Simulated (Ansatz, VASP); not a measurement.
W in VASP and in Ansatz

```
W
1.0
     2.74744    0.00000    0.00000
    -1.37372    2.37935    0.00000
     0.00000    0.00000    4.89992
W
2
Direct
  0.33333 0.66667 0.25000
  0.66667 0.33333 0.75000
```

Alike in both runs: task single point; functional revPBE; k mesh 15 × 15 × 7; occupations fermi-dirac, width 0.1 eV; no spin polarisation.

|  | VASP | Ansatz |
| --- | --- | --- |
| version | VASP 6.6.1 | Ansatz 0.2.0 |
| potentials or method | VASP PAW PBE potentials, release 64 (W_sv), cutoff 520 eV | plane waves (420 eV) with PAW, scalar-relativistic |
| valence electrons in the cell | 28 | 28 |

|  | VASP | Ansatz | Ansatz less VASP |
| --- | --- | --- | --- |
| pressure (GPa) | 12.8 | 12.1 | -0.62 |
| traceless stress, the component that is largest in VASP (GPa) | -2.00 | -1.85 | +0.145 |

VASP's potentials were made for PBE, not for revPBE. The functional is the same, so the differences come from potentials, cutoffs and numerics.

Neither program's run includes spin-orbit coupling.
